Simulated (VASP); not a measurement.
Si2W, 3 atoms in the cell. It takes space group I4/mmm (No. 139, tetragonal). Conventional cell: a = 3.214 Å, b = 3.214 Å, c = 7.830 Å, α = 90.00°, β = 90.00°, γ = 90.00°. Si (site symmetry 4mm) has 9 Si at 2.59 to 3.21 Å and 5 W at 2.62 Å within 3.4 Å. W (site symmetry 4/mmm) has 10 Si at 2.62 Å and 4 W at 3.21 Å within 3.4 Å. 

| Item | Value |
| --- | --- |
| Program | VASP 6.6.1 |
| Task | single point |
| Functional | PBEsol |
| Potentials or basis | VASP PAW PBE potentials, release 64 (Si, W_sv) |
| Cutoff | 520 eV |
| k mesh | 14 × 14 × 14 |
| Occupations | methfessel-paxton, width 0.3 eV |
| Spin | no spin polarisation |
| Dipole correction | no |
| Further INCAR settings | ALGO = Normal; EDIFF = 1e-07; NBANDS = 18 |

Potentials or basis: VASP PAW PBE potentials, release 64 (Si, W_sv).

The run is started by

```sh
$ cat potpaw_PBE.64/Si/POTCAR potpaw_PBE.64/W_sv/POTCAR > POTCAR
$ mpirun -np 1 vasp_std > vasp.out
```

Hardware: 1 thread of Intel(R) Xeon(R) Platinum 8488C (Sapphire Rapids) (shared host).

Task: How long does it take, and how much memory?

Result: Wall time 2.8 min on 1 thread of Intel(R) Xeon(R) Platinum 8488C (Sapphire Rapids), with other jobs on the host, peak memory 0.32 GiB. Counts: scf iterations 14, k points 244.
